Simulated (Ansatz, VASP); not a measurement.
## SrTiO3 in VASP and in Ansatz

The input INCAR:

```
PREC = Accurate
ENCUT = 520
EDIFF = 1E-6
ISMEAR = 0
SIGMA = 0.1
LREAL = F
LASPH = T
NELM = 150
ALGO = Normal
ISIF = 2
LWAVE = F
LCHARG = F
ISPIN = 2
MAGMOM = 0 1 0 0 0
LORBIT = 11
LMAXMIX = 4
GGA = PE
NBANDS = 32
```

Contents of KPOINTS:

```
Automatic mesh
0
Gamma
  6 6 6
```

POSCAR

```
SrTiO3
1.0
    3.9127013100      0.0000000000      0.0000000000
    0.0000000000      3.9127013100      0.0000000000
    0.0000000000      0.0000000000      3.9127013100
Sr Ti O
1 1 3
Direct
    0.0000000000      0.0000000000      0.0000000000
    0.5000000000      0.5000000000      0.5000000000
    0.5000000000      0.0000000000      0.5000000000
    0.5000000000      0.5000000000      0.0000000000
    0.0000000000      0.5000000000      0.5000000000
```

Input for Ansatz:

```yaml
crystal:
  lattice:
    - [3.91270131, 0.0, 0.0]
    - [0.0, 3.91270131, 0.0]
    - [0.0, 0.0, 3.91270131]
  atoms:
    - { symbol: Sr, position: [0.0, 0.0, 0.0] }
    - { symbol: Ti, position: [0.5, 0.5, 0.5], spin: 1.0 }
    - { symbol: O, position: [0.5, 0.0, 0.5] }
    - { symbol: O, position: [0.5, 0.5, 0.0] }
    - { symbol: O, position: [0.0, 0.5, 0.5] }
basis:
  ecutwfc: 420
kpoints:
  mp_grid: { grid: [6, 6, 6] }
hamiltonian:
  xc: pbe
scf:
  occupations: { method: gaussian, width: 0.1 }
  lower_state_search: "off"
output:
  forces: true
  stress: true
  eigenvalues: true
  populations: true
magnetization:
  spin_polarized: true
```

Alike in both runs: task single point; functional PBE; k mesh 6 × 6 × 6; occupations gaussian, width 0.1 eV; collinear spin.

|  | VASP | Ansatz |
| --- | --- | --- |
| version | VASP 6.6.1 | Ansatz 0.2.0 |
| potentials or method | VASP PAW PBE potentials, release 64 (Sr_sv, Ti_sv, O), cutoff 520 eV | scalar-relativistic, plane waves, PAW |
| valence electrons in the cell | 40 | 40 |

```tsv
	VASP	Ansatz	Ansatz less VASP
gap on the k mesh at the Fermi level (eV)	1.84	1.87	+0.030
least direct gap on the mesh (eV)	2.20	2.22	+0.020
pressure (GPa)	3.9	3.2	-0.64
net moment per atom (μB)	0.00	0.00	0.000
```

Ansatz's warnings: seeded moment not kept.
